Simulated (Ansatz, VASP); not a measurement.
## Two plane-wave programs on Bi

```
Bi
1.0
     4.20900    0.00000    0.00000
    -2.10450    3.64510    0.00000
     0.00000    0.00000   28.00000
Bi
2
Cartesian
  0.0000 2.4301 14.1850
  2.1045 1.2150 13.8150
```

Alike in both runs: task single point; functional PBE; k mesh 9 × 9 × 1; occupations gaussian, width 0.02 eV; no spin polarisation.

|  | VASP | Ansatz |
| --- | --- | --- |
| version | VASP 6.6.1 | Ansatz 0.2.0 |
| potentials or method | VASP PAW PBE potentials, release 64 (Bi_d), cutoff 520 eV | scalar-relativistic, plane waves, PAW |
| valence electrons in the cell | 30 | 30 |

Ansatz gave:

```
gap on the k mesh at the Fermi level (eV)  : none
rms of the force components (eV/Å)         : 2.076
work function, face that differs most (eV) : 3.60
```

Task: Which values does VASP return?

Result: gap on the k mesh at the Fermi level (eV): none; rms of the force components (eV/Å): 2.063; work function, face that differs most (eV): 3.59.

Atom by atom the forces differ by 0.013 eV/Å (rms over components). A gap of «none» marks a metal or a gap that the smearing closes. The functional is the same, so the differences come from potentials, cutoffs and numerics.

Spin-orbit coupling is off throughout.
